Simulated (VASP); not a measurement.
# HfZrSe3 (R3m) in VASP: single point with PBE

Aim: the single point of HfZrSe3 with PBE.

Program: VASP 6.6.1. These are calculated values, not measurements. Logs are shortened: lines on timing, memory, paths and dates and some standing lists are left out, and cuts for length are marked.

### Step 1. The cell of the first run

Symmetry: R3m, No. 160, trigonal system. The conventional cell has a = 4.290 Å, b = 4.290 Å, c = 24.770 Å, α = 90.00°, β = 90.00°, γ = 120.00°. Zr (site symmetry 3m) has 5 Se at 2.48 to 2.80 Å within 3.3 Å. Within 3.7 Å of Hf (site symmetry 3m) lie 6 Se at 2.80 to 2.84 Å. Within 3.7 Å of Se (site symmetry 3m) lie 1 Zr at 2.80 Å and 3 Hf at 2.84 Å and 3 Se at 3.66 Å. Se (site symmetry 3m) has 1 Zr at 2.77 Å and 3 Hf at 2.80 Å within 3.6 Å. Se (site symmetry 3m) has 3 Zr at 2.48 Å within 3.3 Å.

### Step 2. Single point, PBE

Input file INCAR:

```
SYSTEM = HfZrSe3
PREC = Accurate
ENCUT = 500
EDIFF = 1E-6
ISMEAR = 0
SIGMA = 0.15
LREAL = .FALSE.
LASPH = .TRUE.
NELM = 120
ALGO = Normal
ISIF = 2
LWAVE = .FALSE.
LCHARG = .FALSE.
GGA = PE
NBANDS = 28
GGA_COMPAT = .FALSE.
```

Input file KPOINTS:

```
regular mesh
0
G
  3 3 3
  0 0 0
```

Input file POSCAR:

```
HfZrSe3
1.0
    2.1447579528      1.2382765833      8.2567600045
   -2.1447579528      1.2382765833      8.2567600045
    0.0000000000     -2.4765531608      8.2567600054
Zr Hf Se
1 1 3
Direct
    0.9973352657      0.9973352657      0.9973352657
    0.4951939359      0.4951939359      0.4951939359
    0.8843381162      0.8843381162      0.8843381162
    0.1090124454      0.1090124454      0.1090124454
    0.6645862467      0.6645862467      0.6645862467
```

Potentials or basis: VASP PAW PBE potentials, release 64 (Zr_sv, Hf_pv, Se).

Command:

```bash
$ cat potpaw_PBE.64/Zr_sv/POTCAR potpaw_PBE.64/Hf_pv/POTCAR potpaw_PBE.64/Se/POTCAR > POTCAR
$ mpirun -np 1 vasp_std > vasp.out
```

OUTCAR:

```text
SYSTEM = HfZrSe3
   PREC = Accurate
   ENCUT = 500
   EDIFF = 1E-6
   ISMEAR = 0
   LREAL = .FALSE.
   LASPH = .TRUE.
   NELM = 120
   ISIF = 2
   GGA = PE

 ion  position               nearest neighbor table
   1  0.997  0.997  0.997-   5 2.48   5 2.48   5 2.48   4 2.77   3 2.80
   2  0.495  0.495  0.495-   4 2.80   4 2.80   4 2.80   3 2.84   3 2.84   3 2.84
   3  0.884  0.884  0.884-   1 2.80   2 2.84   2 2.84   2 2.84
   4  0.109  0.109  0.109-   1 2.77   2 2.80   2 2.80   2 2.80
   5  0.665  0.665  0.665-   1 2.48   1 2.48   1 2.48

  LATTYP: Found a trigonal (rhomboedric) cell.
 ALAT       =     8.6201740902
 COS(alpha) =     0.8761903500

  Lattice vectors:

 A1 = (   2.1447579528,   1.2382765833,   8.2567600045)
 A2 = (  -2.1447579528,   1.2382765833,   8.2567600045)
 A3 = (   0.0000000000,  -2.4765531608,   8.2567600054)

Analysis of symmetry for initial positions (statically):
=====================================================================
 Subroutine PRICEL returns:
 Original cell was already a primitive cell.

 Routine SETGRP: Setting up the symmetry group for a
 trigonal (rhombohedral) supercell.

 Subroutine GETGRP returns: Found  6 space group operations
 (whereof  6 operations were pure point group operations)
 out of a pool of 12 trial point group operations.

The static configuration has the point symmetry C_3v.

Analysis of symmetry for dynamics (positions and initial velocities):
=====================================================================
 Subroutine PRICEL returns:
 Original cell was already a primitive cell.

 Routine SETGRP: Setting up the symmetry group for a
 trigonal (rhombohedral) supercell.

 Subroutine GETGRP returns: Found  6 space group operations
 (whereof  6 operations were pure point group operations)
 out of a pool of 12 trial point group operations.

The dynamic configuration has the point symmetry C_3v.

 Subroutine INISYM returns: Found  6 space group operations
 (whereof  6 operations are pure point group operations),
 and found     1 'primitive' translations

----------------------------------------------------------------------------------------

                                     Primitive cell

  volume of cell :     131.5700

  direct lattice vectors                    reciprocal lattice vectors
     2.144757953  1.238276583  8.256760005     0.233126540  0.134595670  0.040370961
    -2.144757953  1.238276583  8.256760005    -0.233126540  0.134595670  0.040370961
     0.000000000 -2.476553161  8.256760005     0.000000000 -0.269191341  0.040370961

  length of vectors
     8.620174090  8.620174090  8.620174090     0.272201750  0.272201750  0.272201750

  position of ions in fractional coordinates (direct lattice)
     0.997335266  0.997335266  0.997335266
     0.495193936  0.495193936  0.495193936
     0.884338116  0.884338116  0.884338116
     0.109012445  0.109012445  0.109012445
     0.664586247  0.664586247  0.664586247

  ion indices of the primitive-cell ions
   primitive index   ion index
                 1           1
                 2           2
                 3           3
                 4           4
                 5           5

----------------------------------------------------------------------------------------

 KPOINTS: regular mesh

Automatic generation of k-mesh.
 Grid dimensions read from file:
 generate k-points for:    3    3    3

 Generating k-lattice:

  Cartesian coordinates                     Fractional coordinates (reciprocal lattice)
     0.077708847  0.044865223  0.013456987     0.333333333  0.000000000 -0.000000000
    -0.077708847  0.044865223  0.013456987     0.000000000  0.333333333 -0.000000000
     0.000000000 -0.089730447  0.013456987     0.000000000  0.000000000  0.333333333

  Length of vectors
     0.090733917  0.090733917  0.090733917

  Shift w.r.t. Gamma in fractional coordinates (k-lattice)
     0.000000000  0.000000000  0.000000000

 Subroutine IBZKPT returns following result:
 ===========================================

 Found      6 irreducible k-points:

 Following reciprocal coordinates:
            Coordinates               Weight
  0.000000  0.000000  0.000000      1.000000
  0.333333 -0.000000  0.000000      6.000000
  0.333333  0.333333  0.000000      6.000000
 -0.333333  0.333333  0.000000      6.000000
  0.333333  0.333333  0.333333      2.000000
 -0.333333  0.333333  0.333333      6.000000
   k-points           NKPTS =      6   k-points in BZ     NKDIM =      6   number of bands    NBANDS=     28
   number of dos      NEDOS =    301   number of ions     NIONS =      5
   total plane-waves  NPLWV = 262144
   dimension x,y,z NGX =    64 NGY =   64 NGZ =   64
   dimension x,y,z NGXF=   128 NGYF=  128 NGZF=  128
   ions per type =               1   1   3
   NGX,Y,Z   is equivalent  to a cutoff of  12.34, 12.34, 12.34 a.u.
   NGXF,Y,Z  is equivalent  to a cutoff of  24.69, 24.69, 24.69 a.u.
 SYSTEM =  HfZrSe3
   PREC   = accura    normal or accurate (medium, high low for compatibility)
   ISTART =      0    job   : 0-new  1-cont  2-samecut
   ICHARG =      2    charge: 1-file 2-atom 10-const
   ISPIN  =      1    spin polarized calculation?
   LNONCOLLINEAR =      F non collinear calculations
   LSORBIT =      F    spin-orbit coupling
   LASPH  =      T    aspherical Exc in radial PAW
   ENCUT  =  500.0 eV  36.75 Ry    6.06 a.u.  15.72 15.72 15.72*2*pi/ulx,y,z
   NELM   =    120;   NELMIN=  2; NELMDL= -5     # of ELM steps
   EDIFF  = 0.1E-05   stopping-criterion for ELM
   LREAL  =      F    real-space projection
   EDIFFG = 0.1E-04   stopping-criterion for IOM
   NSW    =      0    number of steps for IOM
   IBRION =     -1    ionic relax: 0-MD 1-quasi-New 2-CG
   NFREE  =      0    steps in history (QN), initial steepest desc. (CG)
   ISIF   =      2    stress and relaxation
   ISYM   =      2    0-nonsym 1-usesym 2-fastsym
   POTIM  = 0.5000    time-step for ionic-motion
   TEBEG  =    0.0;   TEEND  =   0.0 temperature during run
   PSTRESS=    0.0 pullay stress
   NELECT =      40.0000    total number of electrons
   NUPDOWN=      -1.0000    fix difference up-down
   EMIN   =  10.00;   EMAX   =-10.00  energy-range for DOS
   EFERMI =   0.00;   METHOD = LEGACY
   ISMEAR =     0;   SIGMA  =   0.15  broadening in eV -4-tet -1-fermi 0-gaus
   EFERMI_NEDOS =   21; number of points for ismear=-14 and -15
   IALGO  =     38    algorithm
   IMIX   =      4    mixing-type and parameters
     AMIX     =   0.40;   BMIX     =  1.00
     AMIX_MAG =   1.60;   BMIX_MAG =  1.00
  volume/ion in A,a.u.               =      26.31       177.58
  Fermi-wavevector in a.u.,A,eV,Ry     =   1.100802  2.080214 16.487064  1.211765
  Thomas-Fermi vector in A             =   2.237219
   LORBIT       =      0    0 simple, 1 ext, 2 COOP (PROOUT), +10 PAW based schemes
   GGA     = PE    functional components
   LHFCALC =     F    Hartree Fock is set to
   AEXX    =    0.0000 exact exchange contribution
   IVDW    =     0    specifies the selected vdW correction
   LEPSILON=     F    determine dielectric tensor
   LRPA    =     F    only Hartree local field effects (RPA)
 non-spin polarized calculation
 Gauss-broadening in eV      SIGMA  =   0.15
  energy-cutoff  :      500.00
  volume of cell :      131.57
 maximum number of plane-waves:      3349
   NGX = 31   NGY = 31   NGZ = 31

 number of electron      40.0000001 magnetization

 Free energy of the ion-electron system (eV)
  ---------------------------------------------------
  ext. energy  EPLUGINS =         0.00000000
  ---------------------------------------------------
  free energy    TOTEN  =       -33.61816175 eV

  energy without entropy =      -33.56027844  energy(sigma->0) =      -33.58922010

 E-fermi :   5.0218     XC(G=0):  -9.4758

 val. band max:        4.8836461961   @ k =   0.3333   0.3333   0.0000
 cond. band min:       5.0544259423   @ k =   0.3333  -0.0000   0.0000
 fundamental gap:      0.1707797462
 Fermi energy:         5.0217971668

 k-point     1 :       0.0000    0.0000    0.0000
  band No.  band energies     occupation
      1     -45.0222      2.00000
      2     -27.4170      2.00000
      3     -27.4170      2.00000
      4     -27.3858      2.00000
      5     -23.1714      2.00000
      6     -23.1714      2.00000
[... 20 lines left out ...]
     27       8.2757      0.00000
     28       9.0364      0.00000

 k-point     2 :       0.3333   -0.0000    0.0000
  band No.  band energies     occupation
      1     -45.0195      2.00000
      2     -27.4397      2.00000
      3     -27.4220      2.00000
      4     -27.3818      2.00000
      5     -23.2496      2.00000
      6     -23.1874      2.00000
[... 20 lines left out ...]
     27       7.7235      0.00000
     28       8.2198      0.00000

 k-point     3 :       0.3333    0.3333    0.0000
  band No.  band energies     occupation
      1     -45.0195      2.00000
      2     -27.4397      2.00000
      3     -27.4220      2.00000
      4     -27.3818      2.00000
      5     -23.2496      2.00000
      6     -23.1874      2.00000
[... 20 lines left out ...]
     27       7.3486      0.00000
     28       8.3950      0.00000

 k-point     4 :      -0.3333    0.3333    0.0000
  band No.  band energies     occupation
      1     -45.0181      2.00000
      2     -27.4382      2.00000
      3     -27.4374      2.00000
      4     -27.3798      2.00000
      5     -23.2680      2.00000
      6     -23.2158      2.00000
[... 20 lines left out ...]
     27       7.7969      0.00000
     28       8.0686      0.00000

 k-point     5 :       0.3333    0.3333    0.3333
  band No.  band energies     occupation
      1     -45.0222      2.00000
      2     -27.4170      2.00000
      3     -27.4170      2.00000
      4     -27.3858      2.00000
      5     -23.1714      2.00000
      6     -23.1714      2.00000
[... 20 lines left out ...]
     27       8.3194      0.00000
     28       8.3754      0.00000

 k-point     6 :      -0.3333    0.3333    0.3333
  band No.  band energies     occupation
      1     -45.0194      2.00000
      2     -27.4397      2.00000
      3     -27.4220      2.00000
      4     -27.3818      2.00000
      5     -23.2496      2.00000
      6     -23.1874      2.00000
[... 20 lines left out ...]
     27       7.6081      0.00000
     28       8.4781      0.00000

------------------------ aborting loop because EDIFF is reached ----------------------------------------

  FORCE on cell =-STRESS in cart. coord.  units (eV):
  Direction    XX          YY          ZZ          XY          YZ          ZX
  --------------------------------------------------------------------------------------
  -------------------------------------------------------------------------------------
  Total       -0.0685053     -0.0685053      0.4104743      0.0000000      0.0000000      0.0000000
  in kB       -0.8342149     -0.8342149      4.9984996      0.0000000      0.0000000      0.0000000
  external PRESSURE =       1.1100233 kB  Pullay stress =       0.0000000 kB

 VOLUME and BASIS-vectors are now :
 -----------------------------------------------------------------------------
  energy-cutoff  :      500.00
  volume of cell :      131.57
      direct lattice vectors                 reciprocal lattice vectors
     2.144757953  1.238276583  8.256760005     0.233126540  0.134595670  0.040370961
    -2.144757953  1.238276583  8.256760005    -0.233126540  0.134595670  0.040370961
     0.000000000 -2.476553161  8.256760005     0.000000000 -0.269191341  0.040370961

 POSITION                                       TOTAL-FORCE (eV/Angst)
 -----------------------------------------------------------------------------------
      0.00000      0.00000     24.70427         0.000000      0.000000      0.013701
      0.00000      0.00000     12.26609         0.000000     -0.000000     -0.069075
      0.00000      0.00000     21.90530         0.000000     -0.000000     -0.009564
      0.00000      0.00000      2.70027         0.000000      0.000000      0.060360
      0.00000      0.00000     16.46199         0.000000      0.000000      0.004579
 -----------------------------------------------------------------------------------
    total drift:                               -0.000000      0.000000     -0.000296

  FREE ENERGIE OF THE ION-ELECTRON SYSTEM (eV)
  ---------------------------------------------------
  free  energy   TOTEN  =       -33.6181617502 eV

  energy  without entropy=      -33.5602784439  energy(sigma->0) =      -33.58922010
```

Run time: 3.4 min. Hardware: 1 thread of Intel Xeon 8259CL, shared host; peak memory 0.52 GiB.

Results:

| Quantity | Value |
| --- | --- |
| Free energy | -33.6182 eV |
| Pressure | 0.1 GPa |
| Largest force | 0.069 eV/Å |
| Band gap on the k mesh | zero (band 20 reaches 5.28 eV, above the bottom of band 21 at 4.68 eV) |

Forces on the atoms (eV/Å):
```
Zr   0.000  0.000  0.014
Hf   0.000  0.000 -0.069
Se   0.000  0.000 -0.010
Se   0.000  0.000  0.060
Se   0.000  0.000  0.005
```

Caveat: the k points lie up to 0.57 Å⁻¹ apart; spin-orbit coupling is left out, which moves the levels of the heavy elements.
